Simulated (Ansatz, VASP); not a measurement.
## Au: VASP beside Ansatz

```
CELL_PARAMETERS angstrom
4.78680 0.00000 0.00000
-2.39340 4.14549 0.00000
0.00000 0.00000 2.86083
ATOMIC_POSITIONS crystal
Au 0.00000 0.00000 0.00000
Au 0.33333 0.66667 0.50000
Au 0.66667 0.33333 0.50000
```

Alike in both runs: functional RPBE; k mesh 8 × 8 × 11; occupations fermi-dirac, width 0.1 eV; no spin polarisation.

Ansatz relaxed the structure, and its values are those at the end. VASP's run is a single point on that final structure, the one shown.

|  | VASP | Ansatz |
| --- | --- | --- |
| version | VASP 6.6.1 | Ansatz 0.2.0 |
| potentials or method | VASP PAW PBE potentials, release 64 (Au), cutoff 520 eV | plane waves (420 eV) with PAW, scalar-relativistic |
| valence electrons in the cell | 33 | 57 |

|  | VASP | Ansatz | Ansatz less VASP |
| --- | --- | --- | --- |
| pressure (GPa) | -0.2 | 0.0 | +0.19 |

VASP's potentials were made for PBE, not for RPBE. VASP's potentials hold 33 valence electrons a cell and Ansatz's 57, so a difference there can come from the potentials and not from the codes.

Spin-orbit coupling is off throughout.
